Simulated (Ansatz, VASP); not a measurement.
## Two plane-wave programs on BN

```
B N
1.0
     0.00000    1.66043    1.94920
     1.66043    0.00000    1.94920
     1.66043    1.66043    0.00000
B N
1 1
Direct
  0.00000 0.00000 0.00000
  0.75000 0.75000 0.75000
```

Change from the starting cell: strain -0.080 along x and y, +0.080 along z, atoms carried along.

Alike in both runs: task single point; functional r2SCAN; k mesh 12 × 12 × 12; occupations gaussian, width 0.05 eV; no spin polarisation.

```csv
,VASP,Ansatz
version,VASP 6.6.1,Ansatz 0.2.0
potentials or method,"VASP PAW PBE potentials, release 64 (B, N), cutoff 520 eV","scalar-relativistic, plane waves, PAW"
valence electrons in the cell,8,8
```

|  | VASP | Ansatz | Ansatz less VASP |
| --- | --- | --- | --- |
| gap on the k mesh at the Fermi level (eV) | 3.47 | 3.50 | +0.030 |
| least direct gap on the mesh (eV) | 8.45 | 8.48 | +0.033 |
| pressure (GPa) | 43.0 | 41.5 | -1.45 |
| traceless stress, the component that is largest in VASP (GPa) | -93.49 | -93.72 | -0.236 |

VASP's potentials were made for PBE, not for r2SCAN. Both programs put the cell under a high pressure, so it lies far from rest at this level. The functional is the same, so the differences come from potentials, cutoffs and numerics.
